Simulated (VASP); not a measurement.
Runs of VASP 6.6.1 on Be2Cl3. The structure is that of space group P-3m1 (No. 164), or close to it. The cells are those of the table. 

```csv
task,cell,k mesh,cutoff (eV),gap on the mesh (eV),pressure (GPa),relaxed volume (Å³/atom),largest force (eV/Å)
single point,"a = 3.350, b = 3.350, c = 9.367 Å, angles 90.0, 90.0, 120.0°, 5 atoms",12 × 12 × 4,520,none,0.0,-,0.01
relaxation of cell and atoms,"relaxed from a = 4.069, b = 4.069, c = 6.331 Å, angles 90.0, 90.0, 120.0°, 5 atoms",6 × 6 × 4,600,none,0.0,17.28,0.01
single point,"a = 3.341, b = 3.341, c = 9.098 Å, angles 90.0, 90.0, 120.0°, 5 atoms",6 × 6 × 4,520,none,0.1,-,0.01
single point,"a = 4.069, b = 4.069, c = 6.331 Å, angles 90.0, 90.0, 120.0°, 5 atoms",6 × 6 × 4,520,none,(b),-,(a)
relaxation of cell and atoms,"relaxed from a = 3.341, b = 3.341, c = 9.098 Å, angles 90.0, 90.0, 120.0°, 5 atoms",12 × 12 × 4,600,none,0.0,18.06,0.01
```

Alike in all rows: level PBE; potentials or basis VASP PAW PBE potentials, release 64 (Be, Cl); no spin polarisation; smearing gaussian 0.1 eV.

Problem. Estimate the missing entries.

Solution. (a) 0.64; (b) -3.2.

Caveats: some runs use coarse meshes; an odd number of electrons without spin polarisation forces a metal; a magnetic or distorted state may lie lower; this functional lacks dispersion, which binds the layers, so the pressure and a relaxed spacing across them are unreliable (some runs).

A gap of «none» marks levels without a gap at the run's occupations.
